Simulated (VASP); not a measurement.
Set up this calculation in VASP 6.6.1, as the native input.

* Task: single point
* Functional: PBE
* Potentials or basis: VASP PAW PBE potentials, release 64 (Ca_sv, Tl_d, Rh_pv)
* Cutoff: 520 eV
* k mesh: 8 × 8 × 6
* Occupations: gaussian, width 0.1 eV
* Spin: no spin polarisation
* Dipole correction: no
* Further INCAR settings: ALGO = Fast; EDIFF = 1e-07; NBANDS = 37

The structure of Ca3TlRh lies in POSCAR:

```
Ca3TlRh
1.0
    4.7972680055      0.0000000000      0.0000000000
    0.0000000000      4.7972680055      0.0000000000
    0.0000000000      0.0000000000      6.5762709379
Ca Tl Rh
3 1 1
Direct
    0.5000000000      0.0000000000      0.3865914052
    0.0000000000      0.5000000000      0.3865914052
    0.5000000000      0.5000000000      0.8293923413
    0.0000000000      0.0000000000      0.0239997206
    0.0000000000      0.0000000000      0.6198217776
```

The cell was generated, and may not be a known phase.

The input as run:

INCAR

```
  PREC = Accurate
  ENCUT = 520
  EDIFF = 1E-7
  ISMEAR = 0
  SIGMA = 0.1
  LREAL = False
  LASPH = True
  NELM = 80
  ALGO = Fast
  ISIF = 2
  LWAVE = False
  LCHARG = False
  GGA = PE
  NBANDS = 37
```

KPOINTS

```
Automatic mesh
0
Gamma
  8 8 6
```

Potentials or basis: VASP PAW PBE potentials, release 64 (Ca_sv, Tl_d, Rh_pv).

Run with:

```bash
$ cat potpaw_PBE.64/Ca_sv/POTCAR potpaw_PBE.64/Tl_d/POTCAR potpaw_PBE.64/Rh_pv/POTCAR > POTCAR
$ mpirun -np 1 vasp_std > vasp.out
```

Results of the run:

| Item | Value |
| --- | --- |
| Pressure | 0.0 GPa |
| Largest force | 0.026 eV/Å |
| Band gap on the k mesh | zero (bands 29 and 30 overlap by 0.95 eV) |

Caveat: spin-orbit coupling is left out, which moves the levels of the heavy elements.

It took 17 min on 1 thread of Oxide Virtual Turin-like Processor, with other jobs on the host, peak memory 0.43 GiB.
